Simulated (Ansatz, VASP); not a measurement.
**One calculation of AlGa2, two programs**

File INCAR:

```
PREC = Accurate ; ENCUT = 520
EDIFF = 1E-6 ; ISMEAR = 0
SIGMA = 0.1 ; LREAL = False
LASPH = True ; NELM = 60
ALGO = Normal ; ISIF = 2
LWAVE = False ; LCHARG = False
GGA = PE ; NBANDS = 22
```

The input KPOINTS:

```
regular mesh
0
Gamma
  6 6 6
```

Contents of POSCAR:

```
AlGa2
1.0
    4.3654110400      0.0000000000      0.0000000000
   -2.1827055200      3.7805568600      0.0000000000
    0.0000000000      0.0000000000      3.1397672000
Al Ga
1 2
Direct
    0.0000000000      0.0000000000      0.5000000000
    0.3333333300      0.6666666700      0.0000000000
    0.6666666700      0.3333333300      0.0000000000
```

Input for Ansatz:

```yaml
crystal:
  lattice:
    - [4.36541104, 0.0, 0.0]
    - [-2.18270552, 3.78055686, 0.0]
    - [0.0, 0.0, 3.1397672]
  atoms:
    - { symbol: Al, position: [0.0, 0.0, 0.5] }
    - { symbol: Ga, position: [0.33333333, 0.66666667, 0.0] }
    - { symbol: Ga, position: [0.66666667, 0.33333333, 0.0] }
basis:
  ecutwfc: 420
kpoints:
  mp_grid: { grid: [6, 6, 6] }
hamiltonian:
  xc: pbe
scf:
  occupations: { method: gaussian, width: 0.1 }
  lower_state_search: "off"
output:
  forces: true
  stress: true
  eigenvalues: true
```

Alike in both runs: task single point; functional PBE; k mesh 6 × 6 × 6; occupations gaussian, width 0.1 eV; no spin polarisation.

```csv
,VASP,Ansatz
version,VASP 6.6.1,Ansatz 0.2.0
potentials or method,"VASP PAW PBE potentials, release 64 (Al, Ga_d), cutoff 520 eV","scalar-relativistic, plane waves, PAW"
valence electrons in the cell,29,29
```

Ansatz gave:

* gap on the k mesh at the Fermi level (eV): none
* pressure (GPa): 5.3
* traceless stress, the component that is largest in VASP (GPa): -5.76

Problem. What did VASP give for the same quantities?

Solution. gap on the k mesh at the Fermi level (eV): none; pressure (GPa): 5.4; traceless stress, the component that is largest in VASP (GPa): -5.82.

A gap of «none» marks a metal or a gap that the smearing closes. The functional is the same, so the differences come from potentials, cutoffs and numerics.
